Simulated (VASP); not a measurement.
Set up this calculation in VASP 6.6.1, as the native input.

* Task: single point
* Functional: PBE
* Potentials or basis: VASP PAW PBE potentials, release 64 (Hg)
* Cutoff: 520 eV
* k mesh: 11 × 11 × 11
* Occupations: fermi-dirac, width 0.05 eV
* Spin: no spin polarisation
* Dipole correction: no
* Further INCAR settings: ALGO = Normal; EDIFF = 1e-06; NBANDS = 19

The structure of Hg lies in POSCAR:

```
Hg
1.0
    0.0000000000      3.3733233661      3.3733233661
    3.3733233661      0.0000000000      3.3733233661
    3.3733233661      3.3733233661      0.0000000000
Hg
2
Direct
   -0.1250000000     -0.1250000000     -0.1250000000
    0.1250000000      0.1250000000      0.1250000000
```

The input as run:

INCAR

```
SYSTEM = Hg
PREC     = Accurate       ! precision mode
ENCUT    = 520            ! plane-wave cutoff, eV
EDIFF    = 1E-6           ! SCF threshold, eV
ISMEAR   = -1             ! smearing method
SIGMA    = 0.05           ! smearing width, eV
LREAL    = .FALSE.        ! projectors in reciprocal space
LASPH    = .TRUE.         ! aspherical terms in the spheres
NELM     = 60             ! most SCF steps
ALGO     = Normal         ! electronic algorithm
ISIF     = 2              ! what is computed and relaxed
LWAVE    = .FALSE.        ! write WAVECAR
LCHARG   = .FALSE.        ! write CHGCAR
GGA      = PE             ! functional
NBANDS   = 19             ! bands
```

KPOINTS

```
Automatic mesh
0
G
  11 11 11
  0 0 0
```

Potentials or basis: VASP PAW PBE potentials, release 64 (Hg).

Run with:

```console
$ cat potpaw_PBE.64/Hg/POTCAR > POTCAR
$ mpirun -np 1 vasp_std > vasp.out
```

Results of the run:

```
Pressure               : 1.6 GPa
Band gap on the k mesh : zero (bands 12 and 13 overlap by 2.61 eV)
```

Caveat: spin-orbit coupling is left out, which moves the levels of the heavy elements.

Run time: 37 s on 1 thread of AMD EPYC 9R45 96-Core Processor (Zen 5), with other jobs on the host, peak memory 0.2 GiB.
